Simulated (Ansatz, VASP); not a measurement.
Ga5N in VASP and in Ansatz

The input INCAR:

```
SYSTEM = Ga5N
  PREC = Accurate
  ENCUT = 520
  EDIFF = 1E-6
  ISMEAR = 0
  SIGMA = 0.1
  LREAL = .FALSE.
  LASPH = .TRUE.
  NELM = 60
  ALGO = Normal
  ISIF = 2
  LWAVE = .FALSE.
  LCHARG = .FALSE.
  GGA = PE
  NBANDS = 44
```

Contents of KPOINTS:

```
regular mesh
0
G
  4 4 4
  0 0 0
```

The input POSCAR:

```
Ga5N
1.0
    0.0000000000      3.6654748600      3.6654748600
    3.6654748600      0.0000000000      3.6654748600
    3.6654748600      3.6654748600      0.0000000000
Ga N
5 1
Direct
    0.3778550300      0.3778550300      0.3778550300
    0.3778550300      0.3778550300      0.8664349100
    0.3778550300      0.8664349100      0.3778550300
    0.8664349100      0.3778550300      0.3778550300
    0.0000000000      0.0000000000      0.0000000000
    0.5000000000      0.5000000000      0.5000000000
```

Input for Ansatz:

```yaml
crystal:
  lattice:
    - [0.0, 3.66547486, 3.66547486]
    - [3.66547486, 0.0, 3.66547486]
    - [3.66547486, 3.66547486, 0.0]
  atoms:
    - { symbol: Ga, position: [0.37785503, 0.37785503, 0.37785503] }
    - { symbol: Ga, position: [0.37785503, 0.37785503, 0.86643491] }
    - { symbol: Ga, position: [0.37785503, 0.86643491, 0.37785503] }
    - { symbol: Ga, position: [0.86643491, 0.37785503, 0.37785503] }
    - { symbol: Ga, position: [0.0, 0.0, 0.0] }
    - { symbol: "N", position: [0.5, 0.5, 0.5] }
basis:
  ecutwfc: 420
kpoints:
  mp_grid: { grid: [4, 4, 4] }
hamiltonian:
  xc: pbe
scf:
  occupations: { method: gaussian, width: 0.1 }
  lower_state_search: "off"
output:
  forces: true
  stress: true
  eigenvalues: true
```

Alike in both runs: task single point; functional PBE; k mesh 4 × 4 × 4; occupations gaussian, width 0.1 eV; no spin polarisation.

|  | VASP | Ansatz |
| --- | --- | --- |
| version | VASP 6.6.1 | Ansatz 0.2.0 |
| potentials or method | VASP PAW PBE potentials, release 64 (Ga_d, N), cutoff 520 eV | scalar-relativistic, plane waves, PAW |
| valence electrons in the cell | 70 | 70 |

```tsv
	VASP	Ansatz	Ansatz less VASP
gap on the k mesh at the Fermi level (eV)	none	none	-
rms of the force components (eV/Å)	7.905	7.986	+0.0812
```

Atom by atom the forces differ by 0.081 eV/Å (rms over components). A gap of «none» marks a metal or a gap that the smearing closes.

The k mesh is coarse, so the values compare programs but aren't converged.
